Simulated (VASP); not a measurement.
BiF2:

```
Bi F
1.0
     3.39700    0.00000    0.00000
     0.00000    3.39700    0.00000
     0.00000    0.00000    9.79621
Bi F
2 4
Direct
  0.00000 0.00000 0.00000
  0.50000 0.50000 0.50000
  0.00000 0.50000 0.12500
  0.00000 0.50000 0.62500
  0.50000 0.00000 0.37500
  0.50000 0.00000 0.87500
```

- Program: VASP 6.6.1
- Task: relaxation of cell and atoms
- Functional: PBE
- Potentials or basis: VASP PAW PBE potentials, release 64 (Bi_d, F)
- Cutoff: 600 eV
- k mesh: 6 × 6 × 2
- Occupations: gaussian, width 0.1 eV
- Spin: no spin polarisation

At the start: pressure 28.7 GPa; volume 18.84 Å³/atom.

Problem. Where does the relaxation end?

Solution. Over 62 steps the energy falls by 732.7 meV/atom and the volume is 16.77 Å³/atom (-11.0 %); space group P4_2/nmc (No. 137, to 0.1 Å) before, I4/mmm (No. 139, to 0.1 Å).

Step by step:
```csv
step,energy change (eV),largest force (eV/Å),pressure (GPa),volume (Å³)
1,0.0000,3.9996,28.70,113.04
3,-2.9940,0.1889,-0.98,145.22
5,-2.9959,0.2878,-0.33,143.76
7,-3.0892,0.2791,-0.63,139.16
9,-2.9428,0.9787,-3.12,118.78
11,-3.2360,0.0816,-1.25,128.05
13,-3.2487,0.0181,-0.13,123.68
15,-3.2541,0.1124,0.19,123.52
17,-3.2553,0.1860,0.43,123.38
19,-3.2599,0.1598,0.13,123.85
21,-3.2640,0.0433,-1.14,125.89
23,-3.2687,0.0951,-0.69,124.88
25,-3.3089,0.2062,-0.46,121.83
27,-3.6242,0.9398,4.89,106.38
29,-3.0713,1.2607,17.82,95.82
31,-2.2893,0.8301,31.95,85.47
33,-3.2792,0.5098,18.92,91.56
35,-4.0432,0.0717,0.54,104.94
37,-4.0447,0.0618,0.05,105.44
39,-4.0509,0.0722,0.13,105.59
41,-4.0693,0.1248,0.36,106.12
43,-4.1652,0.2664,-0.85,107.34
45,-4.2098,0.2406,-1.67,107.42
47,-4.2361,0.1964,-2.88,107.32
49,-4.2404,0.1371,-3.24,106.68
51,-4.2475,0.1659,-2.92,106.63
53,-4.2862,0.2156,-1.32,103.99
55,-4.2989,0.2657,0.42,101.47
57,-4.3136,0.2441,0.41,101.24
59,-4.3642,0.1531,0.59,100.21
61,-4.3958,0.0094,-0.35,101.08
62,-4.3964,0.0040,0.03,100.62
```

Final structure:
```xyz
6
Lattice="3.7916 0.0000 0.0000 0.0000 3.7916 0.0000 0.0000 0.0000 6.9993" Properties=species:S:1:pos:R:3 pbc="T T T"
Bi    0.0000    0.0000    0.0000
Bi    1.8958    1.8958    3.4996
F     0.0000    1.8958    1.7526
F     0.0000    1.8958    5.2522
F     1.8958    0.0000    1.7471
F     1.8958    0.0000    5.2467
```

Caveat: a cell axis changed by over 15 % at a fixed basis, so the end point is rough.
